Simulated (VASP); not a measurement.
Here is a VASP 6.6.1 calculation.

INCAR

```
PREC = Accurate
ENCUT = 520
EDIFF = 1E-7
ISMEAR = -1
SIGMA = 0.1
LREAL = F
LASPH = T
NELM = 100
ALGO = Normal
ISIF = 2
LWAVE = F
LCHARG = F
GGA = RE
NBANDS = 24
```

KPOINTS

```
regular mesh
0
Gamma
  7 7 10
```

Contents of POSCAR:

```
Y
1.0
    5.4687026424      0.0000000000      0.0000000000
   -2.7343513212      4.7360354141      0.0000000000
    0.0000000000      0.0000000000      3.4152208632
Y
3
Direct
    1.0000000000      0.0000000000      1.0000000000
    0.3333333333      0.6666666667      0.5000000000
    0.6666666667      0.3333333333      0.5000000000
```

Potentials or basis: VASP PAW PBE potentials, release 64 (Y_sv).

Run with:

```console
$ cat potpaw_PBE.64/Y_sv/POTCAR > POTCAR
$ mpirun -np 1 vasp_std > vasp.out
```

(1) Estimate the pressure.

(2) Predict the band gap on the k mesh.

Results:

(1) 5.7 GPa.

(2) zero (an odd number of electrons rules out a gap without spin polarisation).

Caveat: the cell stands under pressure; the PAW data sets were made with another functional, which shifts forces and pressure a little.
